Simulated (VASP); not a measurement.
# Be (Fd-3m) in VASP: single point with PBEsol

Aim: the single point of Be with PBEsol.

Everything below comes from runs of VASP 6.6.1. Logs are shortened: lines on timing, memory, paths and dates and some standing lists are left out, and cuts for length are marked.

## 1. The cell of the first run

Symmetry: Fd-3m, No. 227, cubic system. The conventional cell has a = 4.617 Å, b = 4.617 Å, c = 4.617 Å, α = 90.00°, β = 90.00°, γ = 90.00°. Be (site symmetry -43m) has 4 Be at 2.00 Å within 2.6 Å.

## 2. Single point, PBEsol (volume scaled by 0.85)

Contents of INCAR:

```
  ALGO = Normal
  EDIFF = 1E-6
  ENCUT = 600
  GGA = PS
  GGA_COMPAT = F
  ISIF = 2
  ISMEAR = -1
  LASPH = T
  LCHARG = F
  LREAL = F
  LWAVE = F
  NBANDS = 9
  NELM = 120
  PREC = Accurate
  SIGMA = 0.05
```

Contents of KPOINTS:

```
k-points
0
Gamma
  15 15 15
```

Contents of POSCAR:

```
Be
1.0
    0.0000000000      2.3083146653      2.3083146653
    2.3083146653      0.0000000000      2.3083146653
    2.3083146653      2.3083146653      0.0000000000
Be
2
Direct
   -0.1250000000     -0.1250000000     -0.1250000000
    0.1250000000      0.1250000000      0.1250000000
```

Potentials or basis: VASP PAW PBE potentials, release 64 (Be).

On the command line:

```console
cat potpaw_PBE.64/Be/POTCAR > POTCAR
mpirun -np 1 vasp_std > vasp.out
```

OUTCAR:

```text
EDIFF = 1E-6
   ENCUT = 600
   GGA = PS
   ISIF = 2
   ISMEAR = -1
   LASPH = T
   LREAL = F
   NELM = 120
   PREC = Accurate

 ion  position               nearest neighbor table
   1  0.875  0.875  0.875-   2 2.00   2 2.00   2 2.00   2 2.00
   2  0.125  0.125  0.125-   1 2.00   1 2.00   1 2.00   1 2.00

  LATTYP: Found a face centered cubic cell.
 ALAT       =     4.6166293306

  Lattice vectors:

 A1 = (   0.0000000000,   2.3083146653,   2.3083146653)
 A2 = (   2.3083146653,   0.0000000000,   2.3083146653)
 A3 = (   2.3083146653,   2.3083146653,   0.0000000000)

Analysis of symmetry for initial positions (statically):
=====================================================================
 Subroutine PRICEL returns:
 Original cell was already a primitive cell.

 Routine SETGRP: Setting up the symmetry group for a
 face centered cubic supercell.

 Subroutine GETGRP returns: Found 48 space group operations
 (whereof 12 operations were pure point group operations)
 out of a pool of 48 trial point group operations.

The static configuration has the point symmetry D_3d.
 The point group associated with its full space group is O_h .

Analysis of symmetry for dynamics (positions and initial velocities):
=====================================================================
 Subroutine PRICEL returns:
 Original cell was already a primitive cell.

 Routine SETGRP: Setting up the symmetry group for a
 face centered cubic supercell.

 Subroutine GETGRP returns: Found 48 space group operations
 (whereof 12 operations were pure point group operations)
 out of a pool of 48 trial point group operations.

The dynamic configuration has the point symmetry D_3d.
 The point group associated with its full space group is O_h .

 Subroutine INISYM returns: Found 48 space group operations
 (whereof 12 operations are pure point group operations),
 and found     1 'primitive' translations

----------------------------------------------------------------------------------------

                                     Primitive cell

  volume of cell :      24.5989

  direct lattice vectors                    reciprocal lattice vectors
     0.000000000  2.308314665  2.308314665    -0.216608250  0.216608250  0.216608250
     2.308314665  0.000000000  2.308314665     0.216608250 -0.216608250  0.216608250
     2.308314665  2.308314665  0.000000000     0.216608250  0.216608250 -0.216608250

  length of vectors
     3.264449906  3.264449906  3.264449906     0.375176494  0.375176494  0.375176494

  position of ions in fractional coordinates (direct lattice)
[... 85 lines left out ...]
   ISIF   =      2    stress and relaxation
   ISYM   =      2    0-nonsym 1-usesym 2-fastsym
   POTIM  = 0.5000    time-step for ionic-motion
   TEBEG  =    0.0;   TEEND  =   0.0 temperature during run
   PSTRESS=    0.0 pullay stress
   NELECT =       4.0000    total number of electrons
   NUPDOWN=      -1.0000    fix difference up-down
   EMIN   =  10.00;   EMAX   =-10.00  energy-range for DOS
   EFERMI =   0.00;   METHOD = LEGACY
   ISMEAR =    -1;   SIGMA  =   0.05  broadening in eV -4-tet -1-fermi 0-gaus
   EFERMI_NEDOS =   21; number of points for ismear=-14 and -15
   IALGO  =     38    algorithm
   IMIX   =      4    mixing-type and parameters
     AMIX     =   0.40;   BMIX     =  1.00
     AMIX_MAG =   1.60;   BMIX_MAG =  1.00
  volume/ion in A,a.u.               =      12.30        83.00
  Fermi-wavevector in a.u.,A,eV,Ry     =   0.893559  1.688581 10.863536  0.798447
  Thomas-Fermi vector in A             =   2.015652
   LORBIT       =      0    0 simple, 1 ext, 2 COOP (PROOUT), +10 PAW based schemes
   GGA     = PS    functional components
   LHFCALC =     F    Hartree Fock is set to
   AEXX    =    0.0000 exact exchange contribution
   IVDW    =     0    specifies the selected vdW correction
   LEPSILON=     F    determine dielectric tensor
   LRPA    =     F    only Hartree local field effects (RPA)
 non-spin polarized calculation
  energy-cutoff  :      600.00
  volume of cell :       24.60
 maximum number of plane-waves:       869
 NGX is ok and might be reduce to    28
   NGX = 13   NGY = 13   NGZ = 13

 number of electron       4.0000000 magnetization

 Free energy of the ion-electron system (eV)
  ---------------------------------------------------
  ext. energy  EPLUGINS =         0.00000000
  ---------------------------------------------------
  free energy    TOTEN  =        -4.50244352 eV

  energy without entropy =       -4.49528911  energy(sigma->0) =       -4.49886631

 E-fermi :   2.7762     XC(G=0):  -9.1152

 val. band max:        2.7759259259   @ k =   0.4667   0.3333   0.0667
 cond. band min:       2.7816801631   @ k =  -0.3333   0.4000   0.2000
 fundamental gap:      0.0057542372
 Fermi energy:         2.7762216824

 k-point     1 :       0.0000    0.0000    0.0000
  band No.  band energies     occupation
      1      -5.2781      2.00000
      2       8.1910      0.00000
      3       8.1910      0.00000
      4       8.1910      0.00000
      5      10.8675      0.00000
      6      10.8675      0.00000
      7      10.8675      0.00000
      8      19.0932      0.00000
      9      19.0969      0.00000
[... 265 lines left out ...]
 k-point    24 :       0.2000    0.1333    0.0000
  band No.  band energies     occupation
      1      -4.6144      2.00000
      2       5.6511      0.00000
      3       6.1191      0.00000
      4       7.1830      0.00000
      5      10.7011      0.00000
      6      13.6061      0.00000
      7      13.6361      0.00000
      8      14.5562      0.00000
      9      20.0986      0.00000

 [... further k-points ...]

------------------------ aborting loop because EDIFF is reached ----------------------------------------

  FORCE on cell =-STRESS in cart. coord.  units (eV):
  Direction    XX          YY          ZZ          XY          YZ          ZX
  --------------------------------------------------------------------------------------
  -------------------------------------------------------------------------------------
  Total        1.5176117      1.5176117      1.5176117      0.0000000     -0.0000000      0.0000000
  in kB       98.8453473     98.8453473     98.8453473      0.0000000     -0.0000000      0.0000000
  external PRESSURE =      98.8453473 kB  Pullay stress =       0.0000000 kB

 VOLUME and BASIS-vectors are now :
 -----------------------------------------------------------------------------
  energy-cutoff  :      600.00
  volume of cell :       24.60
      direct lattice vectors                 reciprocal lattice vectors
     0.000000000  2.308314665  2.308314665    -0.216608250  0.216608250  0.216608250
     2.308314665  0.000000000  2.308314665     0.216608250 -0.216608250  0.216608250
     2.308314665  2.308314665  0.000000000     0.216608250  0.216608250 -0.216608250

 POSITION                                       TOTAL-FORCE (eV/Angst)
 -----------------------------------------------------------------------------------
      4.03955      4.03955      4.03955         0.000000      0.000000      0.000000
      0.57708      0.57708      0.57708        -0.000000      0.000000     -0.000000
 -----------------------------------------------------------------------------------
    total drift:                               -0.000000     -0.000000     -0.000000

  FREE ENERGIE OF THE ION-ELECTRON SYSTEM (eV)
  ---------------------------------------------------
  free  energy   TOTEN  =        -4.5024435170 eV

  energy  without entropy=       -4.4952891121  energy(sigma->0) =       -4.49886631
```

Run time: 17 s. Hardware: 1 thread of Intel Xeon 6975P-C (Granite Rapids), shared host; peak memory 0.16 GiB.

What came out:

```
Free energy            : -4.5024 eV
Pressure               : 9.9 GPa
Band gap on the k mesh : zero (band 2 reaches 8.19 eV, above the bottom of band 3 at 0.96 eV)
```

Caveat: the PAW data sets were made with another functional, which shifts forces and pressure a little.
